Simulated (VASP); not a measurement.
# ZnS (F-43m) in VASP: further runs, part 2 of 2

VASP 6.6.1. The steps go on from the part before.

## (5) Single point, HSE06

POSCAR reads:

```
ZnS
1.0
    0.0000000000      2.6777701676      2.6777701676
    2.6777701676      0.0000000000      2.6777701676
    2.6777701676      2.6777701676      0.0000000000
Zn S
1 1
Direct
    0.2500000000      0.2500000000      0.2500000000
    0.0000000000      0.0000000000      0.0000000000
```

INCAR.step1 reads:

```
  ALGO = Normal
  EDIFF = 1E-5
  ENCUT = 520
  GGA = PE
  ISIF = 2
  ISMEAR = 0
  LASPH = True
  LCHARG = False
  LREAL = False
  LWAVE = True
  NBANDS = 16
  NELM = 100
  PREC = Accurate
  SIGMA = 0.01
```

INCAR.step2 reads:

```
  ALGO = Normal
  EDIFF = 1E-7
  ENCUT = 520
  GGA = PE
  HFSCREEN = 0.2079
  ISIF = 2
  ISMEAR = 0
  ISTART = 1
  LASPH = True
  LCHARG = False
  LHFCALC = True
  LREAL = False
  LWAVE = False
  NBANDS = 16
  NELM = 100
  PREC = Accurate
  PRECFOCK = Normal
  SIGMA = 0.01
```

KPOINTS reads:

```
k-points
0
Gamma
  6 6 6
```

Potentials or basis: VASP PAW PBE potentials, release 64 (Zn, S).

On the command line:

```sh
$ cat potpaw_PBE.64/Zn/POTCAR potpaw_PBE.64/S/POTCAR > POTCAR
$ cp INCAR.step1 INCAR
$ mpirun -np 1 vasp_std > vasp.out
$ cp INCAR.step2 INCAR
$ mpirun -np 1 vasp_std > vasp.out
```

OUTCAR:

```text
EDIFF = 1E-7
   ENCUT = 520
   GGA = PE
   HFSCREEN = 0.2079
   ISIF = 2
   ISMEAR = 0
   ISTART = 1
   LASPH = True
   LHFCALC = True
   LREAL = False
   NELM = 100
   PREC = Accurate
   PRECFOCK = Normal

 ion  position               nearest neighbor table
   1  0.250  0.250  0.250-   2 2.32   2 2.32   2 2.32   2 2.32
   2  0.000  0.000  0.000-   1 2.32   1 2.32   1 2.32   1 2.32

  LATTYP: Found a face centered cubic cell.
 ALAT       =     5.3555403352

  Lattice vectors:

 A1 = (   0.0000000000,   2.6777701676,   2.6777701676)
 A2 = (   2.6777701676,   0.0000000000,   2.6777701676)
 A3 = (   2.6777701676,   2.6777701676,   0.0000000000)

Analysis of symmetry for initial positions (statically):
=====================================================================
 Subroutine PRICEL returns:
 Original cell was already a primitive cell.

 Routine SETGRP: Setting up the symmetry group for a
 face centered cubic supercell.

 Subroutine GETGRP returns: Found 24 space group operations
 (whereof 24 operations were pure point group operations)
 out of a pool of 48 trial point group operations.

The static configuration has the point symmetry T_d .

Analysis of symmetry for dynamics (positions and initial velocities):
=====================================================================
 Subroutine PRICEL returns:
 Original cell was already a primitive cell.

 Routine SETGRP: Setting up the symmetry group for a
 face centered cubic supercell.

 Subroutine GETGRP returns: Found 24 space group operations
 (whereof 24 operations were pure point group operations)
 out of a pool of 48 trial point group operations.

The dynamic configuration has the point symmetry T_d .

 Subroutine INISYM returns: Found 24 space group operations
 (whereof 24 operations are pure point group operations),
 and found     1 'primitive' translations

----------------------------------------------------------------------------------------

                                     Primitive cell

  volume of cell :      38.4017

  direct lattice vectors                    reciprocal lattice vectors
     0.000000000  2.677770168  2.677770168    -0.186722522  0.186722522  0.186722522
     2.677770168  0.000000000  2.677770168     0.186722522 -0.186722522  0.186722522
     2.677770168  2.677770168  0.000000000     0.186722522  0.186722522 -0.186722522

  length of vectors
     3.786938888  3.786938888  3.786938888     0.323412896  0.323412896  0.323412896

  position of ions in fractional coordinates (direct lattice)
     0.250000000  0.250000000  0.250000000
     0.000000000  0.000000000  0.000000000

  ion indices of the primitive-cell ions
   primitive index   ion index
                 1           1
                 2           2

----------------------------------------------------------------------------------------

 KPOINTS: k-points

Automatic generation of k-mesh.
 Grid dimensions read from file:
 generate k-points for:    6    6    6

 Generating k-lattice:

  Cartesian coordinates                     Fractional coordinates (reciprocal lattice)
[... 20 lines left out ...]
  0.500000  0.000000  0.000000      4.000000
  0.166667  0.166667  0.000000      6.000000
  0.333333  0.166667  0.000000     24.000000
[... 8 lines left out ...]
 -0.333333  0.333333  0.166667     24.000000
 -0.333333  0.500000  0.166667     12.000000
   k-points           NKPTS =     16   k-points in BZ     NKDIM =    216   number of bands    NBANDS=     16
   number of dos      NEDOS =    301   number of ions     NIONS =      2
   total plane-waves  NPLWV =  21952
   dimension x,y,z NGX =    28 NGY =   28 NGZ =   28
   dimension x,y,z NGXF=    56 NGYF=   56 NGZF=   56
   ions per type =               1   1
   NGX,Y,Z   is equivalent  to a cutoff of  12.29, 12.29, 12.29 a.u.
   NGXF,Y,Z  is equivalent  to a cutoff of  24.58, 24.58, 24.58 a.u.
 SYSTEM =  unknown system
   PREC   = accura    normal or accurate (medium, high low for compatibility)
   ISTART =      1    job   : 0-new  1-cont  2-samecut
   ICHARG =      0    charge: 1-file 2-atom 10-const
   ISPIN  =      1    spin polarized calculation?
   LNONCOLLINEAR =      F non collinear calculations
   LSORBIT =      F    spin-orbit coupling
   LASPH  =      T    aspherical Exc in radial PAW
   ENCUT  =  520.0 eV  38.22 Ry    6.18 a.u.   7.04  7.04  7.04*2*pi/ulx,y,z
   NELM   =    100;   NELMIN=  2; NELMDL=  0     # of ELM steps
   EDIFF  = 0.1E-06   stopping-criterion for ELM
   LREAL  =      F    real-space projection
   EDIFFG = 0.1E-05   stopping-criterion for IOM
   NSW    =      0    number of steps for IOM
   IBRION =     -1    ionic relax: 0-MD 1-quasi-New 2-CG
   NFREE  =      0    steps in history (QN), initial steepest desc. (CG)
   ISIF   =      2    stress and relaxation
   ISYM   =      3    0-nonsym 1-usesym 2-fastsym
   POTIM  = 0.5000    time-step for ionic-motion
   TEBEG  =    0.0;   TEEND  =   0.0 temperature during run
   PSTRESS=    0.0 pullay stress
   NELECT =      18.0000    total number of electrons
   NUPDOWN=      -1.0000    fix difference up-down
   EMIN   =  10.00;   EMAX   =-10.00  energy-range for DOS
   EFERMI =   0.00;   METHOD = LEGACY
   ISMEAR =     0;   SIGMA  =   0.01  broadening in eV -4-tet -1-fermi 0-gaus
   EFERMI_NEDOS =   21; number of points for ismear=-14 and -15
   IALGO  =     38    algorithm
   IMIX   =      1    mixing-type and parameters
     AMIX     =   0.40;   BMIX     =  1.00
     AMIX_MAG =   1.60;   BMIX_MAG =  1.00
  volume/ion in A,a.u.               =      19.20       129.57
  Fermi-wavevector in a.u.,A,eV,Ry     =   1.271693  2.403152 22.003393  1.617204
  Thomas-Fermi vector in A             =   2.404612
   LORBIT       =      0    0 simple, 1 ext, 2 COOP (PROOUT), +10 PAW based schemes
   GGA     = PE    functional components
   LHFCALC =     T    Hartree Fock is set to
   PRECFOCK=normal    Normal, Fast or Accurate (Low or Medium for compatibility)
   ENCUT4O =  -1.0   cutoff for four orbital integrals eV
   NKREDX  =     1    reduce k-point grid by
   NKREDY  =     1    reduce k-point grid by
   NKREDZ  =     1    reduce k-point grid by
   AEXX    =    0.2500 exact exchange contribution
   HFSCREEN=    0.2079 screening length (either q_TF or 0.3 A-1)
   HFSCREENC=   0.2079 screening length for correlation (either q_TF or 0.3 A-1)
   ENCUTFOCK=  -1.0 apply spherical cutoff to Coloumb kernel
   IVDW    =     0    specifies the selected vdW correction
   LEPSILON=     F    determine dielectric tensor
   LRPA    =     F    only Hartree local field effects (RPA)
 non-spin polarized calculation
 Gauss-broadening in eV      SIGMA  =   0.01
  energy-cutoff  :      520.00
  volume of cell :       38.40
 maximum number of plane-waves:      1056
  NGX = 24; NGY = 24; NGZ = 24

 number of electron      18.0000016 magnetization

 Free energy of the ion-electron system (eV)
  ---------------------------------------------------
  ext. energy  EPLUGINS =         0.00000000
  ---------------------------------------------------
  free energy    TOTEN  =        -8.35857812 eV

  energy without entropy =       -8.35857812  energy(sigma->0) =       -8.35857812

 E-fermi :   1.6917     XC(G=0):  -8.0720

 val. band max:        1.6345034887   @ k =   0.0000   0.0000   0.0000
 cond. band min:       5.0898266519   @ k =   0.0000   0.0000   0.0000
 fundamental gap:      3.4553231632
 Fermi energy:         1.6917018695

 k-point     1 :       0.0000    0.0000    0.0000
  band No.  band energies     occupation
      1     -12.8892      2.00000
      2      -6.3103      2.00000
      3      -6.3103      2.00000
      4      -6.3103      2.00000
      5      -5.8351      2.00000
      6      -5.8351      2.00000
[... 281 lines left out ...]
      3      -6.0381      2.00000
      4      -5.9313      2.00000
      5      -5.8090      2.00000
      6      -5.4058      2.00000
[... 8 lines left out ...]
     15      17.3435      0.00000
     16      18.2006      0.00000

------------------------ aborting loop because EDIFF is reached ----------------------------------------

  FORCE on cell =-STRESS in cart. coord.  units (eV):
  Direction    XX          YY          ZZ          XY          YZ          ZX
  --------------------------------------------------------------------------------------
  -------------------------------------------------------------------------------------
  Total        0.7664797      0.7664797      0.7664797      0.0000000     -0.0000000      0.0000000
  in kB       31.9787395     31.9787395     31.9787395      0.0000000     -0.0000000      0.0000000
  external PRESSURE =      31.9787395 kB  Pullay stress =       0.0000000 kB

 VOLUME and BASIS-vectors are now :
 -----------------------------------------------------------------------------
  energy-cutoff  :      520.00
  volume of cell :       38.40
      direct lattice vectors                 reciprocal lattice vectors
     0.000000000  2.677770168  2.677770168    -0.186722522  0.186722522  0.186722522
     2.677770168  0.000000000  2.677770168     0.186722522 -0.186722522  0.186722522
     2.677770168  2.677770168  0.000000000     0.186722522  0.186722522 -0.186722522

 POSITION                                       TOTAL-FORCE (eV/Angst)
 -----------------------------------------------------------------------------------
      1.33889      1.33889      1.33889         0.000000      0.000000      0.000000
      0.00000      0.00000      0.00000        -0.000000     -0.000000     -0.000000
 -----------------------------------------------------------------------------------
    total drift:                               -0.000026     -0.000023     -0.000015

  FREE ENERGIE OF THE ION-ELECTRON SYSTEM (eV)
  ---------------------------------------------------
  free  energy   TOTEN  =        -8.3585781176 eV

  energy  without entropy=       -8.3585781176  energy(sigma->0) =       -8.35857812
```

Wall time 50 min (1 thread of AMD EPYC 7R13 (Zen 3), shared host); peak memory 0.25 GiB.

What came out:

```yaml
Free_energy: -8.3586 eV
Pressure: 3.2 GPa
Band_gap_on_the_k_mesh: 3.46 eV
```

Caveat: the cell stands under pressure; the PAW data sets were made with another functional, which shifts forces and pressure a little.

## (6) The runs side by side

```csv
task,level,cell,k mesh,cutoff (eV),grid for exact exchange (PRECFOCK),share of exact exchange,screening parameter,gap on the mesh (eV),pressure (GPa)
single point,PBE0,"a = 3.787 Å, angles 60.0°, 2 atoms",6 × 6 × 6,520,Normal,0.25,-,4.14,2.9
single point,PBEsol,"a = 3.718 Å, angles 60.0°, 2 atoms",10 × 10 × 10,520,-,-,-,2.34,5.2
relaxation of cell and atoms,PBEsol,"relaxed to 5 GPa from a = 3.788 Å, angles 60.0°, 2 atoms",10 × 10 × 10,600,-,-,-,2.33,5.0
single point,HSE06,"a = 3.787 Å, angles 60.0°, 2 atoms",6 × 6 × 6,520,Normal,0.25,0.2079 1/Å,3.46,3.2
```

Alike in all rows: potentials or basis VASP PAW PBE potentials, release 64 (Zn, S); no spin polarisation; smearing gaussian 0.01 eV.

Caveats: the PAW data sets were made with another functional, which shifts forces and pressure a little; the cell stands under pressure (at least some runs); the cell is relaxed towards a set pressure, so the run minimises the enthalpy, not the energy (at least some runs).

Total energies depend on the potentials used, so only differences within one code and one set of settings carry meaning.
